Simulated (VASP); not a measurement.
Wanted: the native input for a VASP 6.6.1 run.

- Task: single point
- Functional: PBE
- Potentials or basis: VASP PAW PBE potentials, release 64 (Sn_d, O)
- Cutoff: 520 eV
- k mesh: 6 × 6 × 6
- Occupations: fermi-dirac, width 0.02 eV
- Spin: no spin polarisation
- Dipole correction: no
- Further INCAR settings: ALGO = Normal; EDIFF = 1e-06; NBANDS = 17

The structure of SnO lies in POSCAR:

```
SnO
1.0
    3.0997301150      0.0000000000      0.0000000000
    0.0000000000      3.0997301150      0.0000000000
    0.0000000000      0.0000000000      3.0997301150
Sn O
1 1
Direct
    0.0000000000      0.0000000000      0.0000000000
    0.5000000000      0.5000000000      0.5000000000
```

This cell differs from its parent crystal: volume changed by -3%.

The input as run:

INCAR

```
SYSTEM = SnO
PREC = Accurate
ENCUT = 520
EDIFF = 1E-6
ISMEAR = -1
SIGMA = 0.02
LREAL = .FALSE.
LASPH = .TRUE.
NELM = 80
ALGO = Normal
ISIF = 2
LWAVE = .FALSE.
LCHARG = .TRUE.
GGA = PE
LELF = .TRUE.
LVHAR = .TRUE.
NBANDS = 17
```

KPOINTS

```
Automatic mesh
0
G
  6 6 6
  0 0 0
```

Potentials or basis: VASP PAW PBE potentials, release 64 (Sn_d, O).

Run with:

```sh
$ cat potpaw_PBE.64/Sn_d/POTCAR potpaw_PBE.64/O/POTCAR > POTCAR
$ mpirun -np 1 vasp_std > vasp.out
```

It gave:

```yaml
Pressure: 3.6 GPa
Band_gap_on_the_k_mesh: 0.19 eV, indirect (least direct gap 0.88 eV)
```

Caveat: spin-orbit coupling is left out, which moves the levels of the heavy elements.

It took 8.7 s on 1 thread of Intel(R) Xeon(R) Platinum 8259CL CPU @ 2.50GHz (Skylake/Cascade Lake), on a shared host, peak memory 0.14 GiB.
